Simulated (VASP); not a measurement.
**GaP: single point with r2SCAN**

Crystal: GaP.

```
Ga P
1.0
     0.00000    2.80716    2.80716
     2.80716    0.00000    2.80716
     2.80716    2.80716    0.00000
Ga P
1 1
Direct
  0.00000 0.00000 0.00000
  0.25000 0.25000 0.25000
```

This cell differs from its parent crystal: strain +3.0%.

- Program: VASP 6.6.1
- Task: single point
- Functional: r2SCAN
- Potentials or basis: VASP PAW PBE potentials, release 64 (Ga_d, P)
- Cutoff: 520 eV
- k mesh: 8 × 8 × 8
- Occupations: fermi-dirac, width 0.02 eV
- Spin: non-collinear spin, zero start, spin-orbit coupling
- Starting moments: [[0.0, 0.0, 0.0], [0.0, 0.0, 0.0]] μB
- Dipole correction: no
- Further INCAR settings: ALGO = Normal; EDIFF = 1e-07; NBANDS = 30

- Pressure: -6.4 GPa
- Net moment: 0.00 μB per cell
- Valence electrons inside the program's atomic spheres: Ga 11.58; P 2.50

Moments on the atoms (μB; x, y, z):
```
Ga  0.00 0.00 0.00
P   0.00 0.00 0.00
```

Run time: 13 min on 1 thread of Intel(R) Xeon(R) Platinum 8259CL CPU @ 2.50GHz (Skylake/Cascade Lake), with other jobs on the host, peak memory 0.38 GiB.

Caveat: the cell differs from its parent crystal (strain +3.0%); the cell stands under tension; the PAW data sets were made with another functional, which shifts forces and pressure a little.
